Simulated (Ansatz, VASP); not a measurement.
## One calculation of SiW, two programs

File INCAR:

```
SYSTEM = SiW
PREC     = Accurate       ! precision mode
ENCUT    = 520            ! plane-wave cutoff, eV
EDIFF    = 1E-6           ! SCF threshold, eV
ISMEAR   = -1             ! smearing method
SIGMA    = 0.03           ! smearing width, eV
LREAL    = .False.        ! projectors in reciprocal space
LASPH    = .True.         ! aspherical terms in the spheres
NELM     = 100            ! most SCF steps
ALGO     = Normal         ! electronic algorithm
ISIF     = 2              ! what is computed and relaxed
LWAVE    = .False.        ! write WAVECAR
LCHARG   = .False.        ! write CHGCAR
GGA      = PE             ! functional
NBANDS   = 16             ! bands
```

The input KPOINTS:

```
regular mesh
0
Gamma
  11 11 11
  0 0 0
```

POSCAR

```
SiW
1.0
    3.0724954836      0.0000000000      0.0000000000
    0.0000000000      3.0724954836      0.0000000000
    0.0000000000      0.0000000000      3.0265234626
W Si
1 1
Direct
    0.0000000000      0.0000000000      0.0000000000
    0.5000000000      0.5000000000      0.5000000000
```

Input for Ansatz:

```yaml
crystal:
  lattice:
    - [3.0724954836, 0.0, 0.0]
    - [0.0, 3.0724954836, 0.0]
    - [0.0, 0.0, 3.0265234626]
  atoms:
    - { symbol: W, position: [0.0, 0.0, 0.0] }
    - { symbol: Si, position: [0.5, 0.5, 0.5] }
kpoints:
  mp_grid: { grid: [11, 11, 11] }
scf:
  occupations: { method: fermi_dirac, width: 0.03 }
hamiltonian:
  xc: pbe
  pseudopotentials: { kind: all_electron, lapw: { basis_error: 0.0005 } }
output:
  forces: true
  stress: true
  eigenvalues: true
```

Change from the starting cell: z stretched by -1 % at fixed volume.

Alike in both runs: task single point; functional PBE; k mesh 11 × 11 × 11; occupations fermi-dirac, width 0.03 eV; no spin polarisation.

|  | VASP | Ansatz |
| --- | --- | --- |
| version | VASP 6.6.1 | Ansatz 0.2.0 |
| potentials or method | VASP PAW PBE potentials, release 64 (W_sv, Si), cutoff 520 eV | all-electron LAPW, scalar-relativistic |

```tsv
	VASP	Ansatz	Ansatz less VASP
pressure (GPa)	0.2	0.0	-0.20
traceless stress, the component that is largest in VASP (GPa)	-0.94	-0.93	+0.017
```

Ansatz ran all-electron here, and VASP with PAW potentials.

Spin-orbit coupling is off throughout.
